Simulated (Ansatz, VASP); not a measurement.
# One calculation of Zr2Cl, two programs

```
Zr Cl
1.0
     0.00000    3.13880    3.13880
     3.13880    0.00000    3.13880
     3.13880    3.13880    0.00000
Zr Cl
2 1
Cartesian
  4.7082 4.7082 4.7082
  1.5694 1.5694 1.5694
  0.0000 0.0000 0.0000
```

Change from the starting cell: species swapped into the Li2S type (Fm-3m, No. 225).

Alike in both runs: task single point; functional PBE; k mesh 6 × 6 × 6; occupations gaussian, width 0.1 eV; no spin polarisation.

|  | VASP | Ansatz |
| --- | --- | --- |
| version | VASP 6.6.1 | Ansatz 0.2.0 |
| potentials or method | VASP PAW PBE potentials, release 64 (Zr_sv, Cl), cutoff 520 eV | scalar-relativistic, plane waves, PAW |
| valence electrons in the cell | 31 | 31 |

Ansatz gave:

| Property | Result |
| --- | --- |
| gap on the k mesh at the Fermi level (eV) | none |
| pressure (GPa) | 0.6 |

Question: What did VASP give for the same quantities?

Answer: gap on the k mesh at the Fermi level (eV): none; pressure (GPa): 0.8.

A gap of «none» marks a metal or a gap that the smearing closes. The functional is the same, so the differences come from potentials, cutoffs and numerics.
